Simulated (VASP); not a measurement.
# WC (Fm-3m) in VASP: single point with r2SCAN

Aim: the single point of WC with r2SCAN.

Everything below comes from runs of VASP 6.6.1. Logs are shortened: lines on timing, memory, paths and dates and some standing lists are left out, and cuts for length are marked.

### Step 1. The cell of the first run

It takes space group Fm-3m (No. 225, cubic). The conventional cell has a = 4.457 Å, b = 4.457 Å, c = 4.457 Å, α = 90.00°, β = 90.00°, γ = 90.00°. Within 2.9 Å of W (site symmetry m-3m) lie 6 C at 2.23 Å. Within 2.9 Å of C (site symmetry m-3m) lie 6 W at 2.23 Å.

### Step 2. Single point, r2SCAN

Contents of POSCAR:

```
WC
1.0
    0.0000000000      2.2286360292      2.2286360292
    2.2286360292      0.0000000000      2.2286360292
    2.2286360292      2.2286360292      0.0000000000
W C
1 1
Direct
    0.0000000000      0.0000000000      0.0000000000
    0.5000000000      0.5000000000      0.5000000000
```

Contents of INCAR.step1:

```
SYSTEM = WC
  ALGO = Normal
  EDIFF = 1E-5
  ENCUT = 1430
  GGA = PE
  GGA_COMPAT = .FALSE.
  ISMEAR = -1
  LASPH = .TRUE.
  LCHARG = .FALSE.
  LREAL = .FALSE.
  LWAVE = .TRUE.
  NBANDS = 16
  NELM = 120
  PREC = Accurate
  SIGMA = 0.1
```

Contents of INCAR.step2:

```
SYSTEM = WC
  ALGO = Normal
  EDIFF = 1E-6
  ENCUT = 1430
  GGA_COMPAT = .FALSE.
  ISIF = 2
  ISMEAR = -1
  ISTART = 1
  LASPH = .TRUE.
  LCHARG = .TRUE.
  LELF = .TRUE.
  LMIXTAU = .TRUE.
  LREAL = .FALSE.
  LVHAR = .TRUE.
  LWAVE = .FALSE.
  METAGGA = R2SCAN
  NBANDS = 16
  NELM = 120
  PREC = Accurate
  SIGMA = 0.1
```

Contents of KPOINTS:

```
k-points
0
G
  11 11 11
  0 0 0
```

Potentials or basis: VASP PAW PBE potentials, release 64 (W_sv, C_h).

On the command line:

```
> cat potpaw_PBE.64/W_sv/POTCAR potpaw_PBE.64/C_h/POTCAR > POTCAR
> cp INCAR.step1 INCAR
> mpirun -np 1 vasp_std > vasp.out
> cp INCAR.step2 INCAR
> mpirun -np 1 vasp_std > vasp.out
```

OUTCAR:

```text
SYSTEM = WC
   EDIFF = 1E-6
   ENCUT = 1430
   ISIF = 2
   ISMEAR = -1
   ISTART = 1
   LASPH = .TRUE.
   LREAL = .FALSE.
   METAGGA = R2SCAN
   NELM = 120
   PREC = Accurate

 ion  position               nearest neighbor table
   1  0.000  0.000  0.000-   2 2.23   2 2.23   2 2.23   2 2.23   2 2.23   2 2.23
   2  0.500  0.500  0.500-   1 2.23   1 2.23   1 2.23   1 2.23   1 2.23   1 2.23

  LATTYP: Found a face centered cubic cell.
 ALAT       =     4.4572720584

  Lattice vectors:

 A1 = (   0.0000000000,   2.2286360292,   2.2286360292)
 A2 = (   2.2286360292,   0.0000000000,   2.2286360292)
 A3 = (   2.2286360292,   2.2286360292,   0.0000000000)

Analysis of symmetry for initial positions (statically):
=====================================================================
 Subroutine PRICEL returns:
 Original cell was already a primitive cell.

 Routine SETGRP: Setting up the symmetry group for a
 face centered cubic supercell.

 Subroutine GETGRP returns: Found 48 space group operations
 (whereof 48 operations were pure point group operations)
 out of a pool of 48 trial point group operations.

The static configuration has the point symmetry O_h .

Analysis of symmetry for dynamics (positions and initial velocities):
=====================================================================
 Subroutine PRICEL returns:
 Original cell was already a primitive cell.

 Routine SETGRP: Setting up the symmetry group for a
 face centered cubic supercell.

 Subroutine GETGRP returns: Found 48 space group operations
 (whereof 48 operations were pure point group operations)
 out of a pool of 48 trial point group operations.

The dynamic configuration has the point symmetry O_h .

 Subroutine INISYM returns: Found 48 space group operations
 (whereof 48 operations are pure point group operations),
 and found     1 'primitive' translations

----------------------------------------------------------------------------------------

                                     Primitive cell

  volume of cell :      22.1385

  direct lattice vectors                    reciprocal lattice vectors
     0.000000000  2.228636029  2.228636029    -0.224352471  0.224352471  0.224352471
     2.228636029  0.000000000  2.228636029     0.224352471 -0.224352471  0.224352471
     2.228636029  2.228636029  0.000000000     0.224352471  0.224352471 -0.224352471

  length of vectors
     3.151767298  3.151767298  3.151767298     0.388589878  0.388589878  0.388589878

  position of ions in fractional coordinates (direct lattice)
     0.000000000  0.000000000  0.000000000
     0.500000000  0.500000000  0.500000000

  ion indices of the primitive-cell ions
   primitive index   ion index
                 1           1
                 2           2

----------------------------------------------------------------------------------------

 KPOINTS: k-points

Automatic generation of k-mesh.
 Grid dimensions read from file:
 generate k-points for:   11   11   11

 Generating k-lattice:

  Cartesian coordinates                     Fractional coordinates (reciprocal lattice)
    -0.020395679  0.020395679  0.020395679     0.090909091  0.000000000  0.000000000
     0.020395679 -0.020395679  0.020395679     0.000000000  0.090909091  0.000000000
     0.020395679  0.020395679 -0.020395679     0.000000000  0.000000000  0.090909091

  Length of vectors
     0.035326353  0.035326353  0.035326353

  Shift w.r.t. Gamma in fractional coordinates (k-lattice)
     0.000000000  0.000000000  0.000000000

 Subroutine IBZKPT returns following result:
 ===========================================

 Found     56 irreducible k-points:

 Following reciprocal coordinates:
            Coordinates               Weight
  0.000000  0.000000  0.000000      1.000000
  0.090909  0.000000  0.000000      8.000000
  0.181818  0.000000  0.000000      8.000000
  0.272727  0.000000  0.000000      8.000000
  0.363636  0.000000  0.000000      8.000000
  0.454545  0.000000  0.000000      8.000000
[... 16 lines left out ...]
 -0.272727  0.181818  0.000000     24.000000
 -0.181818  0.181818  0.000000     12.000000
 [... further k-points ...]
   k-points           NKPTS =     56   k-points in BZ     NKDIM =     56   number of bands    NBANDS=     16
   number of dos      NEDOS =    301   number of ions     NIONS =      2
   total plane-waves  NPLWV =  64000
   dimension x,y,z NGX =    40 NGY =   40 NGZ =   40
   dimension x,y,z NGXF=    80 NGYF=   80 NGZF=   80
   ions per type =               1   1
   NGX,Y,Z   is equivalent  to a cutoff of  21.10, 21.10, 21.10 a.u.
   NGXF,Y,Z  is equivalent  to a cutoff of  42.20, 42.20, 42.20 a.u.
 SYSTEM =  WC
   PREC   = accura    normal or accurate (medium, high low for compatibility)
   ISTART =      1    job   : 0-new  1-cont  2-samecut
   ICHARG =      0    charge: 1-file 2-atom 10-const
   ISPIN  =      1    spin polarized calculation?
   LNONCOLLINEAR =      F non collinear calculations
   LSORBIT =      F    spin-orbit coupling
   LASPH  =      T    aspherical Exc in radial PAW
   ENCUT  = 1430.0 eV 105.10 Ry   10.25 a.u.   9.72  9.72  9.72*2*pi/ulx,y,z
   NELM   =    120;   NELMIN=  2; NELMDL=  0     # of ELM steps
   EDIFF  = 0.1E-05   stopping-criterion for ELM
   LREAL  =      F    real-space projection
   EDIFFG = 0.1E-04   stopping-criterion for IOM
   NSW    =      0    number of steps for IOM
   IBRION =     -1    ionic relax: 0-MD 1-quasi-New 2-CG
   NFREE  =      0    steps in history (QN), initial steepest desc. (CG)
   ISIF   =      2    stress and relaxation
   ISYM   =      2    0-nonsym 1-usesym 2-fastsym
   POTIM  = 0.5000    time-step for ionic-motion
   TEBEG  =    0.0;   TEEND  =   0.0 temperature during run
   PSTRESS=    0.0 pullay stress
   NELECT =      18.0000    total number of electrons
   NUPDOWN=      -1.0000    fix difference up-down
   EMIN   =  10.00;   EMAX   =-10.00  energy-range for DOS
   EFERMI =   0.00;   METHOD = LEGACY
   ISMEAR =    -1;   SIGMA  =   0.10  broadening in eV -4-tet -1-fermi 0-gaus
   EFERMI_NEDOS =   21; number of points for ismear=-14 and -15
   IALGO  =     38    algorithm
   IMIX   =      4    mixing-type and parameters
     AMIX     =   0.40;   BMIX     =  1.00
     AMIX_MAG =   1.60;   BMIX_MAG =  1.00
  volume/ion in A,a.u.               =      11.07        74.70
  Fermi-wavevector in a.u.,A,eV,Ry     =   1.527976  2.887456 31.765665  2.334711
  Thomas-Fermi vector in A             =   2.635798
   LORBIT       =      0    0 simple, 1 ext, 2 COOP (PROOUT), +10 PAW based schemes
   METAGGA = R2SCAN    functional components
   LHFCALC =     F    Hartree Fock is set to
   AEXX    =    0.0000 exact exchange contribution
   IVDW    =     0    specifies the selected vdW correction
   LEPSILON=     F    determine dielectric tensor
   LRPA    =     F    only Hartree local field effects (RPA)
 non-spin polarized calculation
  energy-cutoff  :     1430.00
  volume of cell :       22.14
 maximum number of plane-waves:      2738
   NGX = 19   NGY = 19   NGZ = 19

 number of electron      18.0000000 magnetization

 Free energy of the ion-electron system (eV)
  ---------------------------------------------------
  ext. energy  EPLUGINS =         0.00000000
  ---------------------------------------------------
  free energy    TOTEN  =       -60.56470887 eV

  energy without entropy =      -60.52281757  energy(sigma->0) =      -60.54376322

 E-fermi :  11.9896     XC(G=0): -14.5382

 val. band max:       11.9830940847   @ k =  -0.0909   0.0909   0.0000
 cond. band min:      12.0224719206   @ k =   0.4545   0.0909   0.0000
 fundamental gap:      0.0393778359
 Fermi energy:        11.9896056002

 k-point     1 :       0.0000    0.0000    0.0000
  band No.  band energies     occupation
      1     -65.5098      2.00000
      2     -28.8501      2.00000
      3     -28.8501      2.00000
      4     -28.8501      2.00000
      5      -4.2828      2.00000
      6       9.3256      2.00000
[... 8 lines left out ...]
     15      22.6436      0.00000
     16      34.9162      0.00000

 k-point     2 :       0.0909    0.0000    0.0000
  band No.  band energies     occupation
      1     -65.5072      2.00000
      2     -28.8926      2.00000
      3     -28.8547      2.00000
      4     -28.8547      2.00000
      5      -4.0602      2.00000
      6       8.5173      2.00000
[... 8 lines left out ...]
     15      23.1369      0.00000
     16      32.8743      0.00000

 k-point     3 :       0.1818    0.0000    0.0000
  band No.  band energies     occupation
      1     -65.5003      2.00000
      2     -29.0052      2.00000
      3     -28.8669      2.00000
      4     -28.8669      2.00000
      5      -3.4223      2.00000
      6       6.9871      2.00000
[... 8 lines left out ...]
     15      24.2259      0.00000
     16      30.2832      0.00000

 k-point     4 :       0.2727    0.0000    0.0000
  band No.  band energies     occupation
      1     -65.4913      2.00000
      2     -29.1495      2.00000
      3     -28.8829      2.00000
      4     -28.8829      2.00000
      5      -2.4536      2.00000
      6       5.3308      2.00000
[... 8 lines left out ...]
     15      24.7157      0.00000
     16      28.4287      0.00000

 k-point     5 :       0.3636    0.0000    0.0000
  band No.  band energies     occupation
      1     -65.4830      2.00000
      2     -29.2793      2.00000
      3     -28.8975      2.00000
      4     -28.8975      2.00000
      5      -1.2864      2.00000
      6       3.7525      2.00000
[... 8 lines left out ...]
     15      25.3443      0.00000
     16      25.9140      0.00000

 k-point     6 :       0.4545    0.0000    0.0000
  band No.  band energies     occupation
      1     -65.4780      2.00000
      2     -29.3552      2.00000
      3     -28.9061      2.00000
      4     -28.9061      2.00000
      5      -0.1902      2.00000
      6       2.4760      2.00000
[... 8 lines left out ...]
     15      24.2564      0.00000
     16      24.2564      0.00000

 k-point     7 :       0.0909    0.0909    0.0000
  band No.  band energies     occupation
      1     -65.5063      2.00000
      2     -28.8896      2.00000
      3     -28.8648      2.00000
      4     -28.8648      2.00000
      5      -3.9914      2.00000
      6       8.1993      2.00000
[... 8 lines left out ...]
     15      23.3101      0.00000
     16      32.7448      0.00000

 k-point     8 :       0.1818    0.0909    0.0000
  band No.  band energies     occupation
      1     -65.5009      2.00000
      2     -28.9731      2.00000
      3     -28.8817      2.00000
      4     -28.8727      2.00000
      5      -3.5095      2.00000
      6       6.8442      2.00000
[... 8 lines left out ...]
     15      24.2625      0.00000
     16      30.1949      0.00000

 k-point     9 :       0.2727    0.0909    0.0000
  band No.  band energies     occupation
      1     -65.4925      2.00000
      2     -29.1038      2.00000
      3     -28.8999      2.00000
      4     -28.8865      2.00000
      5      -2.6845      2.00000
      6       5.5089      2.00000
[... 8 lines left out ...]
     15      24.8963      0.00000
     16      28.1534      0.00000
[... 172 lines left out ...]
 k-point    19 :       0.3636    0.1818    0.0000
  band No.  band energies     occupation
      1     -65.4824      2.00000
      2     -29.1934      2.00000
      3     -28.9483      2.00000
      4     -28.9431      2.00000
      5      -1.8844      2.00000
      6       4.4249      2.00000
[... 8 lines left out ...]
     15      24.0672      0.00000
     16      26.8852      0.00000

 k-point    20 :       0.4545    0.1818    0.0000
  band No.  band energies     occupation
      1     -65.4761      2.00000
      2     -29.2773      2.00000
      3     -28.9800      2.00000
      4     -28.9474      2.00000
      5      -1.0944      2.00000
      6       3.7314      2.00000
[... 8 lines left out ...]
     15      23.3186      0.00000
     16      26.2225      0.00000

 k-point    21 :      -0.4545    0.1818    0.0000
  band No.  band energies     occupation
      1     -65.4733      2.00000
      2     -29.3109      2.00000
      3     -29.0079      2.00000
      4     -28.9386      2.00000
      5      -0.5554      2.00000
      6       3.1866      2.00000
[... 8 lines left out ...]
     15      23.9401      0.00000
     16      25.7544      0.00000

 k-point    22 :      -0.3636    0.1818    0.0000
  band No.  band energies     occupation
      1     -65.4749      2.00000
      2     -29.2870      2.00000
      3     -29.0205      2.00000
      4     -28.9194      2.00000
      5      -0.6565      2.00000
      6       3.2421      2.00000
[... 8 lines left out ...]
     15      24.5572      0.00000
     16      25.2942      0.00000

 k-point    23 :      -0.2727    0.1818    0.0000
  band No.  band energies     occupation
      1     -65.4805      2.00000
      2     -29.2181      2.00000
      3     -29.0082      2.00000
      4     -28.8959      2.00000
      5      -1.3629      2.00000
      6       3.9819      2.00000
[... 8 lines left out ...]
     15      24.8431      0.00000
     16      25.3402      0.00000

 k-point    24 :      -0.1818    0.1818    0.0000
  band No.  band energies     occupation
      1     -65.4882      2.00000
      2     -29.1333      2.00000
      3     -28.9662      2.00000
      4     -28.8754      2.00000
      5      -2.2347      2.00000
      6       5.0614      2.00000
[... 8 lines left out ...]
     15      25.1067      0.00000
     16      25.8276      0.00000

 [... further k-points ...]

------------------------ aborting loop because EDIFF is reached ----------------------------------------

  FORCE on cell =-STRESS in cart. coord.  units (eV):
  Direction    XX          YY          ZZ          XY          YZ          ZX
  --------------------------------------------------------------------------------------
  -------------------------------------------------------------------------------------
  Total       -2.6899726     -2.6899726     -2.6899726     -0.0000000     -0.0000000      0.0000000
  in kB     -194.6753678   -194.6753678   -194.6753678     -0.0000000     -0.0000000      0.0000000
  external PRESSURE =    -194.6753678 kB  Pullay stress =       0.0000000 kB

 VOLUME and BASIS-vectors are now :
 -----------------------------------------------------------------------------
  energy-cutoff  :     1430.00
  volume of cell :       22.14
      direct lattice vectors                 reciprocal lattice vectors
     0.000000000  2.228636029  2.228636029    -0.224352471  0.224352471  0.224352471
     2.228636029  0.000000000  2.228636029     0.224352471 -0.224352471  0.224352471
     2.228636029  2.228636029  0.000000000     0.224352471  0.224352471 -0.224352471

 POSITION                                       TOTAL-FORCE (eV/Angst)
 -----------------------------------------------------------------------------------
      0.00000      0.00000      0.00000        -0.000000      0.000000      0.000000
      2.22864      2.22864      2.22864         0.000000     -0.000000     -0.000000
 -----------------------------------------------------------------------------------
    total drift:                                0.000000     -0.000000     -0.000000

  FREE ENERGIE OF THE ION-ELECTRON SYSTEM (eV)
  ---------------------------------------------------
  free  energy   TOTEN  =       -60.5647088718 eV

  energy  without entropy=      -60.5228175746  energy(sigma->0) =      -60.54376322
```

Run time: 4.7 min. Hardware: 1 thread of AMD EPYC 7R13 (Zen 3), shared host; peak memory 0.3 GiB.

What came out:

| Property | Result |
| --- | --- |
| Free energy | -60.5647 eV |
| Pressure | -19.5 GPa |
| Band gap on the k mesh | zero (bands 9 and 10 overlap by 2.98 eV) |

Levels at points of the mesh, in eV from the Fermi level:
```
           k point  band 7  band 8  band 9  band 10  band 11  band 12
(0.00, 0.00, 0.00)   -2.66   -2.66   -1.07    -1.07    -1.07    -0.98
```

Caveat: the cell stands under tension; the PAW data sets were made with another functional, which shifts forces and pressure a little; spin-orbit coupling is left out, which moves the levels of the heavy elements.

The gap in the log of VASP goes by the Fermi energy; the results here count the filled bands.